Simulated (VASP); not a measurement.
# Zr in VASP: further runs

Runs on Zr. Level: PBE. Tasks: single point.

All numbers are computed with VASP 6.6.1; they aren't measurements. Logs are shortened: lines on timing, memory, paths and dates and some standing lists are left out, and cuts for length are marked.

## (1) The cell of the first run

The cell holds a slab with vacuum, 7 atoms: a = 3.189 Å, b = 4.510 Å, c = 27.567 Å, α = 90.00°, β = 90.00°, γ = 90.00°.

## (2) Single point, PBE

The input, INCAR:

```
PREC = Accurate
ENCUT = 520
EDIFF = 1E-6
ISMEAR = 0
SIGMA = 0.1
LREAL = False
LASPH = True
NELM = 80
ALGO = Normal
ISIF = 2
LWAVE = False
LCHARG = False
LDIPOL = True
IDIPOL = 3
DIPOL = 0.5 0.5 0.499
GGA = PE
NBANDS = 51
```

The input, KPOINTS:

```
regular mesh
0
Gamma
  8 6 1
```

The input, POSCAR:

```
Zr
1.0
    3.1890515800      0.0000000000      0.0000000000
    0.0000000000      4.5100000000      0.0000000000
    0.0000000000      0.0000000000     27.5671545915
Zr
7
Direct
    0.5000000000      0.5000000000      0.3264754790
    0.0000000000      0.0000000000      0.3843169793
    0.5000000000      0.5000000000      0.4421584897
    0.0000000000      0.0000000000      0.4997643822
    0.5000000000      0.5000000000      0.5572362504
    0.0000000000      0.0000000000      0.6164248625
    0.5000000000      0.5000000000      0.6690286039
```

Potentials or basis: VASP PAW PBE potentials, release 64 (Zr_sv).

Run with:

```bash
$ cat potpaw_PBE.64/Zr_sv/POTCAR > POTCAR
$ mpirun -np 1 vasp_std > vasp.out
```

OUTCAR:

```text
PREC = Accurate
   ENCUT = 520
   EDIFF = 1E-6
   ISMEAR = 0
   LREAL = False
   LASPH = True
   NELM = 80
   ISIF = 2
   GGA = PE

 ion  position               nearest neighbor table
   1  0.500  0.500  0.326-   3 3.19   2 3.19   2 3.19   2 3.19   2 3.19
   2  0.000  0.000  0.384-   4 3.18   1 3.19   1 3.19   1 3.19   1 3.19   3 3.19   3 3.19   3 3.19
                             3 3.19
   3  0.500  0.500  0.442-   5 3.17   4 3.19   4 3.19   4 3.19   4 3.19   1 3.19   2 3.19   2 3.19
                             2 3.19   2 3.19
   4  0.000  0.000  0.500-   2 3.18   5 3.18   5 3.18   5 3.18   5 3.18   3 3.19   3 3.19   3 3.19
                             3 3.19   6 3.22
   5  0.500  0.500  0.557-   7 3.08   3 3.17   4 3.18   4 3.18   4 3.18   4 3.18   6 3.21   6 3.21
                             6 3.21   6 3.21
   6  0.000  0.000  0.616-   7 3.12   7 3.12   7 3.12   7 3.12   5 3.21   5 3.21   5 3.21   5 3.21
                             4 3.22
   7  0.500  0.500  0.669-   5 3.08   6 3.12   6 3.12   6 3.12   6 3.12

  LATTYP: Found a simple orthorhombic cell.
 ALAT       =     3.1890515800
 B/A-ratio  =     1.4142135638
 C/A-ratio  =     8.6443112944

  Lattice vectors:

 A1 = (   3.1890515800,   0.0000000000,   0.0000000000)
 A2 = (   0.0000000000,   4.5100000000,   0.0000000000)
 A3 = (   0.0000000000,   0.0000000000,  27.5671545915)

Analysis of symmetry for initial positions (statically):
=====================================================================
 Subroutine PRICEL returns:
 Original cell was already a primitive cell.

 Routine SETGRP: Setting up the symmetry group for a
 simple orthorhombic supercell.

 Subroutine GETGRP returns: Found  4 space group operations
 (whereof  4 operations were pure point group operations)
 out of a pool of  8 trial point group operations.

The static configuration has the point symmetry C_2v.

Analysis of symmetry for dynamics (positions and initial velocities):
=====================================================================
 Subroutine PRICEL returns:
 Original cell was already a primitive cell.

 Routine SETGRP: Setting up the symmetry group for a
 simple orthorhombic supercell.

 Subroutine GETGRP returns: Found  4 space group operations
 (whereof  4 operations were pure point group operations)
 out of a pool of  8 trial point group operations.

The dynamic configuration has the point symmetry C_2v.

 Subroutine INISYM returns: Found  4 space group operations
 (whereof  4 operations are pure point group operations),
 and found     1 'primitive' translations

[... 113 lines left out ...]
   EFERMI =   0.00;   METHOD = LEGACY
   ISMEAR =     0;   SIGMA  =   0.10  broadening in eV -4-tet -1-fermi 0-gaus
   EFERMI_NEDOS =   21; number of points for ismear=-14 and -15
   IALGO  =     38    algorithm
   IMIX   =      4    mixing-type and parameters
     AMIX     =   0.40;   BMIX     =  1.00
     AMIX_MAG =   1.60;   BMIX_MAG =  1.00
  volume/ion in A,a.u.               =      56.64       382.23
  Fermi-wavevector in a.u.,A,eV,Ry     =   0.975943  1.844265 12.959077  0.952465
  Thomas-Fermi vector in A             =   2.106523
   LORBIT       =      0    0 simple, 1 ext, 2 COOP (PROOUT), +10 PAW based schemes
   GGA     = PE    functional components
   LHFCALC =     F    Hartree Fock is set to
   AEXX    =    0.0000 exact exchange contribution
   IVDW    =     0    specifies the selected vdW correction
   LEPSILON=     F    determine dielectric tensor
   LRPA    =     F    only Hartree local field effects (RPA)
 non-spin polarized calculation
 Gauss-broadening in eV      SIGMA  =   0.10
  energy-cutoff  :      520.00
  volume of cell :      396.49
 maximum number of plane-waves:     10764
 NGX is ok and might be reduce to    24
   NGX = 11   NGY = 17   NGZ =103

 dipolmoment           0.000000      0.000000     -0.001622 electrons x Angstroem

 number of electron      84.0000001 magnetization

 dipolmoment           0.000000      0.000000      0.003191 electrons x Angstroem

 Free energy of the ion-electron system (eV)
  ---------------------------------------------------
  ext. energy  EPLUGINS =         0.00000000
  ---------------------------------------------------
  free energy    TOTEN  =       -56.42824572 eV

  energy without entropy =      -56.36836677  energy(sigma->0) =      -56.39830624

 E-fermi :   1.8143     XC(G=0):  -5.3219

 val. band max:        1.8082075764   @ k =   0.1250   0.0000   0.0000
 cond. band min:       1.8177306555   @ k =   0.2500   0.1667   0.0000
 fundamental gap:      0.0095230790
 Fermi energy:         1.8143327654

 k-point     1 :       0.0000    0.0000    0.0000
  band No.  band energies     occupation
      1     -47.3471      2.00000
      2     -47.2429      2.00000
      3     -46.8580      2.00000
      4     -46.7984      2.00000
      5     -46.7432      2.00000
      6     -46.7069      2.00000
[... 1069 lines left out ...]
     50       3.1405      0.00000
     51       3.6121      0.00000

------------------------ aborting loop because EDIFF is reached ----------------------------------------

 vacuum level on the upper side and lower side of the slab       (xc-potential included)        -0.101        -0.203

  FORCE on cell =-STRESS in cart. coord.  units (eV):
  Direction    XX          YY          ZZ          XY          YZ          ZX
  --------------------------------------------------------------------------------------
  -------------------------------------------------------------------------------------
  Total       -1.3670019     -3.9060585     -1.2730329      0.0000000      0.0000000      0.0000000
  in kB       -5.5239491    -15.7840809     -5.1442275      0.0000000      0.0000000      0.0000000
  external PRESSURE =      -8.8174192 kB  Pullay stress =       0.0000000 kB

 VOLUME and BASIS-vectors are now :
 -----------------------------------------------------------------------------
  energy-cutoff  :      520.00
  volume of cell :      396.49
      direct lattice vectors                 reciprocal lattice vectors
     3.189051580  0.000000000  0.000000000     0.313572852  0.000000000  0.000000000
     0.000000000  4.510000000  0.000000000     0.000000000  0.221729490  0.000000000
     0.000000000  0.000000000 27.567154591     0.000000000  0.000000000  0.036275053

 POSITION                                       TOTAL-FORCE (eV/Angst)
 -----------------------------------------------------------------------------------
      1.59453      2.25500      9.00000         0.000000      0.000000      0.571799
      0.00000      0.00000     10.59453         0.000000      0.000000     -0.380371
      1.59453      2.25500     12.18905         0.000000      0.000000     -0.197041
      0.00000      0.00000     13.77708         0.000000      0.000000     -0.010310
      1.59453      2.25500     15.36142         0.000000      0.000000      0.012187
      0.00000      0.00000     16.99308         0.000000      0.000000      0.025488
      1.59453      2.25500     18.44321         0.000000      0.000000     -0.021751
 -----------------------------------------------------------------------------------
    total drift:                                0.000000     -0.000000      0.000065

  FREE ENERGIE OF THE ION-ELECTRON SYSTEM (eV)
  ---------------------------------------------------
  free  energy   TOTEN  =       -56.4282457160 eV

  energy  without entropy=      -56.3683667679  energy(sigma->0) =      -56.39830624

 vacuum level on the upper side and lower side of the slab         4.974         4.919
```

stdout:

```text
POSCAR found type information on POSCAR Zr
 POSCAR found :  1 types and       7 ions
 scaLAPACK will be used
 LDA part: xc-table for (Slater+PW92), standard interpolation
 POSCAR, INCAR and KPOINTS ok, starting setup
 FFT: planning ... GRIDC
 FFT: planning ... GRID_SOFT
 FFT: planning ... GRID
 WAVECAR not read
 entering main loop
```

Run time: 14 min. Hardware: 1 thread of Intel Xeon Platinum 8488C (Sapphire Rapids), shared host; peak memory 0.56 GiB.

Results:

```
Free energy            : -56.4282 eV
Largest force          : 0.572 eV/Å
Band gap on the k mesh : zero (band 42 reaches 2.36 eV, above the bottom of band 43 at 1.51 eV)
```

Forces in eV/Å, atoms in the order of the input:
```
Zr   0.000  0.000  0.572
Zr   0.000  0.000 -0.380
Zr   0.000  0.000 -0.197
Zr   0.000  0.000 -0.010
Zr   0.000  0.000  0.012
Zr   0.000  0.000  0.025
Zr   0.000  0.000 -0.022
```

Levels at points of the mesh, in eV from the Fermi level:
```csv
k point,band 40,band 41,band 42,band 43,band 44,band 45
"(0.00, 0.00, 0.00)",-0.30,-0.24,0.28,0.29,0.34,0.39
"(0.50, 0.00, 0.00)",-0.87,-0.63,-0.55,-0.31,-0.02,0.09
"(0.00, 0.50, 0.00)",-0.11,0.25,0.54,0.69,0.74,0.78
"(0.50, 0.50, 0.00)",-0.29,-0.27,-0.13,0.19,0.34,0.52
```

## (3) Single point, PBE

The input, INCAR:

```
PREC = Accurate
ENCUT = 520
EDIFF = 1E-7
ISMEAR = 0
SIGMA = 0.1
LREAL = F
LASPH = T
NELM = 100
ALGO = Normal
ISIF = 2
LWAVE = F
LCHARG = T
LDIPOL = T
IDIPOL = 3
DIPOL = 0.5 0.5 0.499
GGA = PE
LELF = T
LVHAR = T
LVACPOTAV = T
NBANDS = 51
```

The input, KPOINTS:

```
Automatic mesh
0
Gamma
  18 13 1
```

POSCAR is that of step 2.

Potentials or basis: VASP PAW PBE potentials, release 64 (Zr_sv).

Run with:

```bash
$ cat potpaw_PBE.64/Zr_sv/POTCAR > POTCAR
$ mpirun -np 1 vasp_std > vasp.out
```

It took 70 min on 1 thread of Intel Xeon Platinum 8488C (Sapphire Rapids), shared host; peak memory 1.1 GiB.

Results (log left out):

```
Free energy            : -56.4258 eV
Largest force          : 0.539 eV/Å
Band gap on the k mesh : zero (band 42 reaches 2.35 eV, above the bottom of band 43 at 1.51 eV)
```

Forces in eV/Å, atoms in the order of the input:
```
Zr   0.000  0.000  0.539
Zr   0.000  0.000 -0.337
Zr   0.000  0.000 -0.201
Zr   0.000  0.000 -0.011
Zr   0.000  0.000  0.022
Zr   0.000  0.000 -0.013
Zr   0.000  0.000  0.001
```

Levels at points of the mesh, in eV from the Fermi level:
```csv
k point,band 40,band 41,band 42,band 43,band 44,band 45
"(0.00, 0.00, 0.00)",-0.31,-0.24,0.27,0.28,0.33,0.37
"(0.50, 0.00, 0.00)",-0.87,-0.64,-0.56,-0.31,-0.02,0.08
```
